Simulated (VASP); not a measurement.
# V (P6_3/mmc) in VASP: single point with PBE

Aim: the single point of V with PBE.

Program: VASP 6.6.1. These are calculated values, not measurements. Logs are shortened: lines on timing, memory, paths and dates and some standing lists are left out, and cuts for length are marked.

### 1 The cell of the first run

It takes space group P6_3/mmc (No. 194, hexagonal). Conventional cell: a = 2.610 Å, b = 2.610 Å, c = 4.689 Å, α = 90.00°, β = 90.00°, γ = 120.00°. Within 3.4 Å of V (site symmetry -6m2) lie 12 V at 2.61 to 2.79 Å.

This isn't the form of V at room conditions, which is bcc.

### 2 Single point, PBE, collinear spin, ferromagnetic start

INCAR reads:

```
SYSTEM = V
  PREC = Accurate
  ENCUT = 520
  EDIFF = 1E-6
  ISMEAR = 0
  SIGMA = 0.05
  LREAL = .False.
  LASPH = .True.
  NELM = 150
  ALGO = Normal
  ISIF = 2
  LWAVE = .False.
  LCHARG = .True.
  ISPIN = 2
  MAGMOM = 1 1
  LORBIT = 11
  LMAXMIX = 4
  GGA = PE
  LELF = .True.
  LVHAR = .True.
  NBANDS = 24
```

KPOINTS reads:

```
regular mesh
0
Gamma
  18 18 10
  0 0 0
```

POSCAR reads:

```
V
1.0
    2.6101384082      0.0000000000      0.0000000000
   -1.3050692041      2.2604461689      0.0000000000
    0.0000000000      0.0000000000      4.6887241398
V
2
Direct
    0.3333333333      0.6666666667      0.7500000000
    0.6666666667      0.3333333333      0.2500000000
```

Potentials or basis: VASP PAW PBE potentials, release 64 (V_sv).

On the command line:

```sh
$ cat potpaw_PBE.64/V_sv/POTCAR > POTCAR
$ mpirun -np 1 vasp_std > vasp.out
```

OUTCAR:

```text
SYSTEM = V
   PREC = Accurate
   ENCUT = 520
   EDIFF = 1E-6
   ISMEAR = 0
   LREAL = .False.
   LASPH = .True.
   NELM = 150
   ISIF = 2
   ISPIN = 2
   LORBIT = 11
   GGA = PE

 ion  position               nearest neighbor table
   1  0.333  0.667  0.750-   2 2.79   2 2.79   2 2.79   2 2.79   2 2.79   2 2.79
   2  0.667  0.333  0.250-   1 2.79   1 2.79   1 2.79   1 2.79   1 2.79   1 2.79

  LATTYP: Found a hexagonal cell.
 ALAT       =     2.6101384082
 C/A-ratio  =     1.7963507702

  Lattice vectors:

 A1 = (   2.6101384082,   0.0000000000,   0.0000000000)
 A2 = (  -1.3050692041,   2.2604461689,   0.0000000000)
 A3 = (   0.0000000000,   0.0000000000,   4.6887241398)

Analysis of symmetry for initial positions (statically):
=====================================================================
 Subroutine PRICEL returns:
 Original cell was already a primitive cell.

 Routine SETGRP: Setting up the symmetry group for a
 hexagonal supercell.

 Subroutine GETGRP returns: Found 24 space group operations
 (whereof 12 operations were pure point group operations)
 out of a pool of 24 trial point group operations.

The static configuration has the point symmetry D_3d.
 The point group associated with its full space group is D_6h.

Analysis of symmetry for dynamics (positions and initial velocities):
=====================================================================
 Subroutine PRICEL returns:
 Original cell was already a primitive cell.

 Routine SETGRP: Setting up the symmetry group for a
 hexagonal supercell.

 Subroutine GETGRP returns: Found 24 space group operations
 (whereof 12 operations were pure point group operations)
 out of a pool of 24 trial point group operations.

The dynamic configuration has the point symmetry D_3d.
 The point group associated with its full space group is D_6h.

Analysis of structural, dynamic, and magnetic symmetry:
=====================================================================
 Subroutine PRICEL returns:
 Original cell was already a primitive cell.

 Routine SETGRP: Setting up the symmetry group for a
 hexagonal supercell.

 Subroutine GETGRP returns: Found 24 space group operations
 (whereof 12 operations were pure point group operations)
 out of a pool of 24 trial point group operations.

The overall configuration has the point symmetry D_3d.
 The point group associated with its full space group is D_6h.

 Subroutine INISYM returns: Found 24 space group operations
 (whereof 12 operations are pure point group operations),
 and found     1 'primitive' translations

----------------------------------------------------------------------------------------

                                     Primitive cell

  volume of cell :      27.6638

  direct lattice vectors                    reciprocal lattice vectors
     2.610138408  0.000000000  0.000000000     0.383121446  0.221195270  0.000000000
    -1.305069204  2.260446169  0.000000000     0.000000000  0.442390539  0.000000000
     0.000000000  0.000000000  4.688724140     0.000000000  0.000000000  0.213277636

  length of vectors
     2.610138408  2.610138408  4.688724140     0.442390539  0.442390539  0.213277636

  position of ions in fractional coordinates (direct lattice)
     0.333333333  0.666666667  0.750000000
     0.666666667  0.333333333  0.250000000

  ion indices of the primitive-cell ions
   primitive index   ion index
                 1           1
                 2           2

----------------------------------------------------------------------------------------

 KPOINTS: regular mesh

Automatic generation of k-mesh.
 Grid dimensions read from file:
 generate k-points for:   18   18   10

 Generating k-lattice:

  Cartesian coordinates                     Fractional coordinates (reciprocal lattice)
     0.021284525  0.012288626  0.000000000     0.055555556 -0.000000000  0.000000000
     0.000000000  0.024577252  0.000000000     0.000000000  0.055555556  0.000000000
     0.000000000  0.000000000  0.021327764     0.000000000  0.000000000  0.100000000

  Length of vectors
     0.024577252  0.024577252  0.021327764

  Shift w.r.t. Gamma in fractional coordinates (k-lattice)
     0.000000000  0.000000000  0.000000000

 Subroutine IBZKPT returns following result:
 ===========================================

 Found    222 irreducible k-points:

 Following reciprocal coordinates:
            Coordinates               Weight
  0.000000  0.000000  0.000000      1.000000
  0.055556 -0.000000  0.000000      6.000000
  0.111111 -0.000000  0.000000      6.000000
  0.166667  0.000000  0.000000      6.000000
  0.222222 -0.000000  0.000000      6.000000
  0.277778 -0.000000  0.000000      6.000000
[... 16 lines left out ...]
  0.333333  0.111111  0.000000     12.000000
  0.388889  0.111111  0.000000     12.000000
 [... further k-points ...]
   k-points           NKPTS =    222   k-points in BZ     NKDIM =    222   number of bands    NBANDS=     24
   number of dos      NEDOS =    301   number of ions     NIONS =      2
   total plane-waves  NPLWV =  14400
   dimension x,y,z NGX =    20 NGY =   20 NGZ =   36
   dimension x,y,z NGXF=    40 NGYF=   40 NGZF=   72
   ions per type =               2
   NGX,Y,Z   is equivalent  to a cutoff of  12.74, 12.74, 12.76 a.u.
   NGXF,Y,Z  is equivalent  to a cutoff of  25.48, 25.48, 25.53 a.u.
 SYSTEM =  V
   PREC   = accura    normal or accurate (medium, high low for compatibility)
   ISTART =      0    job   : 0-new  1-cont  2-samecut
   ICHARG =      2    charge: 1-file 2-atom 10-const
   ISPIN  =      2    spin polarized calculation?
   LNONCOLLINEAR =      F non collinear calculations
   LSORBIT =      F    spin-orbit coupling
   LASPH  =      T    aspherical Exc in radial PAW
   ENCUT  =  520.0 eV  38.22 Ry    6.18 a.u.   4.85  4.85  8.72*2*pi/ulx,y,z
   NELM   =    150;   NELMIN=  2; NELMDL= -5     # of ELM steps
   EDIFF  = 0.1E-05   stopping-criterion for ELM
   LREAL  =      F    real-space projection
   EDIFFG = 0.1E-04   stopping-criterion for IOM
   NSW    =      0    number of steps for IOM
   IBRION =     -1    ionic relax: 0-MD 1-quasi-New 2-CG
   NFREE  =      0    steps in history (QN), initial steepest desc. (CG)
   ISIF   =      2    stress and relaxation
   ISYM   =      2    0-nonsym 1-usesym 2-fastsym
   POTIM  = 0.5000    time-step for ionic-motion
   TEBEG  =    0.0;   TEEND  =   0.0 temperature during run
   PSTRESS=    0.0 pullay stress
   NELECT =      26.0000    total number of electrons
   NUPDOWN=      -1.0000    fix difference up-down
   EMIN   =  10.00;   EMAX   =-10.00  energy-range for DOS
   EFERMI =   0.00;   METHOD = LEGACY
   ISMEAR =     0;   SIGMA  =   0.05  broadening in eV -4-tet -1-fermi 0-gaus
   EFERMI_NEDOS =   21; number of points for ismear=-14 and -15
   IALGO  =     38    algorithm
   IMIX   =      4    mixing-type and parameters
     AMIX     =   0.40;   BMIX     =  1.00
     AMIX_MAG =   1.60;   BMIX_MAG =  1.00
  volume/ion in A,a.u.               =      13.83        93.34
  Fermi-wavevector in a.u.,A,eV,Ry     =   1.603597  3.030358 34.987686  2.571522
  Thomas-Fermi vector in A             =   2.700234
   LORBIT       =     11    0 simple, 1 ext, 2 COOP (PROOUT), +10 PAW based schemes
   GGA     = PE    functional components
   LHFCALC =     F    Hartree Fock is set to
   AEXX    =    0.0000 exact exchange contribution
   IVDW    =     0    specifies the selected vdW correction
   LEPSILON=     F    determine dielectric tensor
   LRPA    =     F    only Hartree local field effects (RPA)
 spin polarized calculation
 Gauss-broadening in eV      SIGMA  =   0.05
  energy-cutoff  :      520.00
  volume of cell :       27.66
 maximum number of plane-waves:       762
 NGX is ok and might be reduce to    20
   NGX =  9   NGY =  9   NGZ = 17

 number of electron      26.0000013 magnetization       0.0016048

 Free energy of the ion-electron system (eV)
  ---------------------------------------------------
  ext. energy  EPLUGINS =         0.00000000
  ---------------------------------------------------
  free energy    TOTEN  =       -17.48079469 eV

  energy without entropy =      -17.47627015  energy(sigma->0) =      -17.47853242

 E-fermi :   9.7392     XC(G=0): -12.7453

 val. band max:        9.7367982660   @ k =   0.2222   0.1667   0.1000
 cond. band min:       9.7396779489   @ k =   0.1667   0.0000   0.0000
 fundamental gap:      0.0028796829
 Fermi energy:         9.7392368320

 spin component 1

 k-point     1 :       0.0000    0.0000    0.0000
  band No.  band energies     occupation
      1     -54.2958      1.00000
      2     -54.1831      1.00000
      3     -28.4011      1.00000
      4     -27.7461      1.00000
      5     -27.6373      1.00000
      6     -27.6373      1.00000
[... 16 lines left out ...]
     23      27.8213      0.00000
     24      30.1052      0.00000

 k-point     2 :       0.0556   -0.0000    0.0000
  band No.  band energies     occupation
      1     -54.2903      1.00000
      2     -54.1792      1.00000
      3     -28.3927      1.00000
      4     -27.7467      1.00000
      5     -27.6630      1.00000
      6     -27.6442      1.00000
[... 16 lines left out ...]
     23      27.7957      0.00000
     24      30.0146      0.00000

 k-point     3 :       0.1111   -0.0000    0.0000
  band No.  band energies     occupation
      1     -54.2745      1.00000
      2     -54.1679      1.00000
      3     -28.3681      1.00000
      4     -27.7489      1.00000
      5     -27.7372      1.00000
      6     -27.6774      1.00000
[... 16 lines left out ...]
     23      28.1484      0.00000
     24      29.6065      0.00000
[... 514 lines left out ...]
 k-point    23 :       0.3333    0.1111    0.0000
  band No.  band energies     occupation
      1     -54.1182      1.00000
      2     -54.0707      1.00000
      3     -28.3656      1.00000
      4     -28.2868      1.00000
      5     -28.0904      1.00000
      6     -27.8819      1.00000
[... 16 lines left out ...]
     23      23.6240      0.00000
     24      24.1545      0.00000

 k-point    24 :       0.3889    0.1111    0.0000
  band No.  band energies     occupation
      1     -54.0996      1.00000
      2     -54.0632      1.00000
      3     -28.4305      1.00000
      4     -28.3422      1.00000
      5     -28.0474      1.00000
      6     -27.9065      1.00000
[... 16 lines left out ...]
     23      23.1340      0.00000
     24      23.1625      0.00000

 [... further k-points ...]

 spin component 2

 k-point     1 :       0.0000    0.0000    0.0000
  band No.  band energies     occupation
      1     -54.2951      1.00000
      2     -54.1825      1.00000
      3     -28.4004      1.00000
      4     -27.7454      1.00000
      5     -27.6367      1.00000
      6     -27.6367      1.00000
[... 16 lines left out ...]
     23      27.8218      0.00000
     24      30.1057      0.00000

 k-point     2 :       0.0556   -0.0000    0.0000
  band No.  band energies     occupation
      1     -54.2897      1.00000
      2     -54.1785      1.00000
      3     -28.3920      1.00000
      4     -27.7460      1.00000
      5     -27.6624      1.00000
      6     -27.6436      1.00000
[... 16 lines left out ...]
     23      27.7961      0.00000
     24      30.0152      0.00000

 k-point     3 :       0.1111   -0.0000    0.0000
  band No.  band energies     occupation
      1     -54.2739      1.00000
      2     -54.1672      1.00000
      3     -28.3674      1.00000
      4     -27.7482      1.00000
      5     -27.7366      1.00000
      6     -27.6768      1.00000
[... 16 lines left out ...]
     23      28.1489      0.00000
     24      29.6070      0.00000
[... 514 lines left out ...]
 k-point    23 :       0.3333    0.1111    0.0000
  band No.  band energies     occupation
      1     -54.1176      1.00000
      2     -54.0701      1.00000
      3     -28.3651      1.00000
      4     -28.2862      1.00000
      5     -28.0897      1.00000
      6     -27.8813      1.00000
[... 16 lines left out ...]
     23      23.6245      0.00000
     24      24.1550      0.00000

 k-point    24 :       0.3889    0.1111    0.0000
  band No.  band energies     occupation
      1     -54.0990      1.00000
      2     -54.0626      1.00000
      3     -28.4299      1.00000
      4     -28.3416      1.00000
      5     -28.0467      1.00000
      6     -27.9059      1.00000
[... 16 lines left out ...]
     23      23.1345      0.00000
     24      23.1631      0.00000

 [... further k-points ...]

------------------------ aborting loop because EDIFF is reached ----------------------------------------

  FORCE on cell =-STRESS in cart. coord.  units (eV):
  Direction    XX          YY          ZZ          XY          YZ          ZX
  --------------------------------------------------------------------------------------
  -------------------------------------------------------------------------------------
  Total        0.0366181      0.0366181      0.0343748      0.0000000      0.0000000      0.0000000
  in kB        2.1207718      2.1207718      1.9908513      0.0000000      0.0000000      0.0000000
  external PRESSURE =       2.0774649 kB  Pullay stress =       0.0000000 kB

 VOLUME and BASIS-vectors are now :
 -----------------------------------------------------------------------------
  energy-cutoff  :      520.00
  volume of cell :       27.66
      direct lattice vectors                 reciprocal lattice vectors
     2.610138408  0.000000000  0.000000000     0.383121446  0.221195270  0.000000000
    -1.305069204  2.260446169  0.000000000     0.000000000  0.442390539  0.000000000
     0.000000000  0.000000000  4.688724140     0.000000000  0.000000000  0.213277636

 POSITION                                       TOTAL-FORCE (eV/Angst)
 -----------------------------------------------------------------------------------
     -0.00000      1.50696      3.51654        -0.000000     -0.000000      0.000000
      1.30507      0.75348      1.17218         0.000000      0.000000      0.000000
 -----------------------------------------------------------------------------------
    total drift:                               -0.000000      0.000000     -0.000000

  FREE ENERGIE OF THE ION-ELECTRON SYSTEM (eV)
  ---------------------------------------------------
  free  energy   TOTEN  =       -17.4807946935 eV

  energy  without entropy=      -17.4762701498  energy(sigma->0) =      -17.47853242

 total charge

# of ion       s       p       d       tot
------------------------------------------
    1        2.343   6.211   3.073  11.628
    2        2.343   6.211   3.073  11.628
--------------------------------------------------
tot          4.687  12.422   6.147  23.256

 magnetization (x)

# of ion       s       p       d       tot
------------------------------------------
    1        0.000   0.000   0.000   0.000
    2        0.000   0.000   0.000   0.000
--------------------------------------------------
tot          0.000   0.000   0.001   0.001
```

It took 5.5 min on 1 thread of Oxide Virtual Turin-like, shared host; peak memory 0.26 GiB.

What came out:

| Quantity | Value |
| --- | --- |
| Free energy | -17.4808 eV |
| Pressure | 0.2 GPa |
| Band gap on the k mesh | zero (filled and empty bands overlap) |
| Net moment | 0.00 μB per cell |
| Valence electrons inside the program's atomic spheres | V 11.63 |

Caveat: the moments typed at the start vanished in this run.
